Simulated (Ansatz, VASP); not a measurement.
One calculation of Cu, two programs

The input INCAR:

```
SYSTEM = Cu
ALGO = Normal
EDIFF = 1E-6
EDIFFG = -0.01
ENCUT = 600
GGA = PS
IBRION = 2
ISIF = 3
ISMEAR = 0
LASPH = .True.
LCHARG = .False.
LREAL = .False.
LWAVE = .False.
NELM = 60
NSW = 80
PREC = Accurate
SIGMA = 0.1
```

Contents of KPOINTS:

```
k-points
0
Gamma
  20 20 20
  0 0 0
```

Contents of POSCAR:

```
Cu
1.0
    0.0000000000      1.7851095785      1.7851095785
    1.7851095785      0.0000000000      1.7851095785
    1.7851095785      1.7851095785      0.0000000000
Cu
1
Direct
    0.0000000000      0.0000000000      0.0000000000
```

Input for Ansatz:

```yaml
crystal:
  lattice:
    - [0.0, 1.7851095785, 1.7851095785]
    - [1.7851095785, 0.0, 1.7851095785]
    - [1.7851095785, 1.7851095785, 0.0]
  atoms:
    - { symbol: Cu, position: [0.0, 0.0, 0.0] }
basis:
  ecutwfc: 420
kpoints:
  mp_grid: { grid: [20, 20, 20] }
hamiltonian:
  xc: pbesol
scf:
  occupations: { method: gaussian, width: 0.1 }
output:
  forces: true
  stress: true
  eigenvalues: true
relax:
  adjacent_minimum: "off"
  f_tol: 0.01
  max_steps: 60
  cell: { stress_tol: 0.1 }
```

Alike in both runs: task relaxation of cell and atoms; functional PBEsol; k mesh 20 × 20 × 20; occupations gaussian, width 0.1 eV; no spin polarisation.

```csv
,VASP,Ansatz
version,VASP 6.6.1,Ansatz 0.2.0
potentials or method,"VASP PAW PBE potentials, release 64 (Cu), cutoff 600 eV","scalar-relativistic, plane waves, PAW"
valence electrons in the cell,11,19
```

VASP gave:

| Property | Result |
| --- | --- |
| gap on the k mesh at the Fermi level, each at its own relaxed structure (eV) | none |
| relaxed volume (Å³/atom) | 11.38 |
| relaxed cell length with the largest relative difference (Å) | 2.525 |

What did Ansatz give for the same quantities?

gap on the k mesh at the Fermi level, each at its own relaxed structure (eV): none; relaxed volume (Å³/atom): 11.31; relaxed cell length with the largest relative difference (Å): 2.520.

VASP's potentials were made for PBE, not for PBEsol. A gap of «none» marks a metal or a gap that the smearing closes. VASP's potentials hold 11 valence electrons a cell and Ansatz's 19, so a difference there can come from the potentials and not from the codes.

Noted on VASP's run: the relaxation stopped at its first step, so nothing moved.
